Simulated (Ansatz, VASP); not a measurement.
Two plane-wave programs on Ga

The input INCAR:

```
PREC     = Accurate       # precision mode
ENCUT    = 520            # plane-wave cutoff, eV
EDIFF    = 1E-6           # SCF threshold, eV
ISMEAR   = -1             # smearing method
SIGMA    = 0.08           # smearing width, eV
LREAL    = False          # projectors in reciprocal space
LASPH    = True           # aspherical terms in the spheres
NELM     = 80             # most SCF steps
ALGO     = Normal         # electronic algorithm
ISIF     = 2              # what is computed and relaxed
LWAVE    = False          # write WAVECAR
LCHARG   = True           # write CHGCAR
GGA      = PE             # functional
LELF     = True           # ELF
LVHAR    = True         
NBANDS   = 20             # bands
```

The input KPOINTS:

```
regular mesh
0
Gamma
  17 17 17
```

Contents of POSCAR:

```
Ga
1.0
   -2.5430022162      2.5430022162      1.3366868450
    2.5430022162     -2.5430022162      1.3366868450
    2.5430022162      2.5430022162     -1.3366868450
Ga
2
Direct
   -0.3750000000     -0.1250000000     -0.2500000000
    0.3750000000      0.1250000000      0.2500000000
```

Input for Ansatz:

```yaml
crystal:
  lattice:
    - [-2.5430022162, 2.5430022162, 1.336686845]
    - [2.5430022162, -2.5430022162, 1.336686845]
    - [2.5430022162, 2.5430022162, -1.336686845]
  atoms:
    - { symbol: Ga, position: [-0.375, -0.125, -0.25] }
    - { symbol: Ga, position: [0.375, 0.125, 0.25] }
kpoints:
  mp_grid: { grid: [17, 17, 17] }
scf:
  occupations: { method: fermi_dirac, width: 0.08 }
hamiltonian:
  xc: pbe
  pseudopotentials: { kind: paw }
output:
  forces: true
  stress: true
  eigenvalues: true
  populations: true
```

Change from the starting cell: volume scaled by 0.88, PAW files.

Alike in both runs: task single point; functional PBE; k mesh 17 × 17 × 17; occupations fermi-dirac, width 0.08 eV; no spin polarisation.

|  | VASP | Ansatz |
| --- | --- | --- |
| version | VASP 6.6.1 | Ansatz 0.2.0 |
| potentials or method | VASP PAW PBE potentials, release 64 (Ga_d) | PAW with Ansatz's default frozen-core files, scalar-relativistic |
| plane-wave cutoff (eV) | 520 | 420 |
| valence electrons in the cell | 26 | 26 |

|  | VASP | Ansatz | Ansatz less VASP |
| --- | --- | --- | --- |
| pressure (GPa) | 8.5 | 8.4 | -0.06 |
